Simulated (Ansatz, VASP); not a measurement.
# One calculation of Ta2In, two programs

File POSCAR:

```
Ta2In
1.0
    0.0000000000      3.0431330613      3.0431330613
    3.0431330613      0.0000000000      3.0431330613
    3.0431330613      3.0431330613      0.0000000000
Ta In
2 1
Direct
    0.2500000000      0.2500000000      0.2500000000
    0.7500000000      0.7500000000      0.7500000000
    0.0000000000      0.0000000000      0.0000000000
```

INCAR.step1

```
SYSTEM = Ta2In
ALGO = Normal
EDIFF = 1E-4
ENCUT = 600
GGA = PE
ISMEAR = 0
LASPH = .True.
LCHARG = .False.
LREAL = .False.
LWAVE = .True.
NELM = 80
PREC = Accurate
SIGMA = 0.1
```

INCAR.step2

```
SYSTEM = Ta2In
ALGO = Normal
EDIFF = 1E-6
EDIFFG = -0.04
ENCUT = 600
IBRION = 2
ISIF = 3
ISMEAR = 0
ISTART = 1
LASPH = .True.
LCHARG = .False.
LMIXTAU = .True.
LREAL = .False.
LWAVE = .False.
METAGGA = R2SCAN
NELM = 80
NSW = 90
PREC = Accurate
SIGMA = 0.1
```

Contents of KPOINTS:

```
k-points
0
Gamma
  6 6 6
  0 0 0
```

Input for Ansatz:

```yaml
crystal:
  lattice:
    - [0.0, 3.0431330613, 3.0431330613]
    - [3.0431330613, 0.0, 3.0431330613]
    - [3.0431330613, 3.0431330613, 0.0]
  atoms:
    - { symbol: Ta, position: [0.25, 0.25, 0.25] }
    - { symbol: Ta, position: [0.75, 0.75, 0.75] }
    - { symbol: In, position: [0.0, 0.0, 0.0] }
basis:
  ecutwfc: 500
kpoints:
  mp_grid: { grid: [6, 6, 6] }
hamiltonian:
  xc: r2scan
scf:
  occupations: { method: gaussian, width: 0.1 }
  lower_state_search: "off"
output:
  forces: true
  stress: true
  eigenvalues: true
relax:
  adjacent_minimum: "off"
  f_tol: 0.04
  max_steps: 70
  cell: { stress_tol: 0.4 }
```

Alike in both runs: task relaxation of cell and atoms; functional r2SCAN; k mesh 6 × 6 × 6; occupations gaussian, width 0.1 eV; no spin polarisation.

|  | VASP | Ansatz |
| --- | --- | --- |
| version | VASP 6.6.1 | Ansatz 0.2.0 |
| potentials or method | VASP PAW PBE potentials, release 64 (Ta_pv, In_d), cutoff 600 eV | scalar-relativistic, plane waves, PAW |
| valence electrons in the cell | 35 | 39 |

Ansatz gave:

| Quantity | Value |
| --- | --- |
| gap on the k mesh at the Fermi level, each at its own relaxed structure (eV) | none |
| relaxed volume (Å³/atom) | 21.87 |
| relaxed cell length with the largest relative difference (Å) | 4.527 |

**Question.** Estimate VASP's values.

**Answer.** gap on the k mesh at the Fermi level, each at its own relaxed structure (eV): none; relaxed volume (Å³/atom): 21.98; relaxed cell length with the largest relative difference (Å): 4.535.

VASP's potentials were made for PBE, not for r2SCAN. A gap of «none» marks a metal or a gap that the smearing closes. VASP's potentials hold 35 valence electrons a cell and Ansatz's 39, so a difference there can come from the potentials and not from the codes.

Spin-orbit coupling is off throughout. Noted on VASP's run: the volume moved by over 15 % at a fixed basis, so the end points are rough.
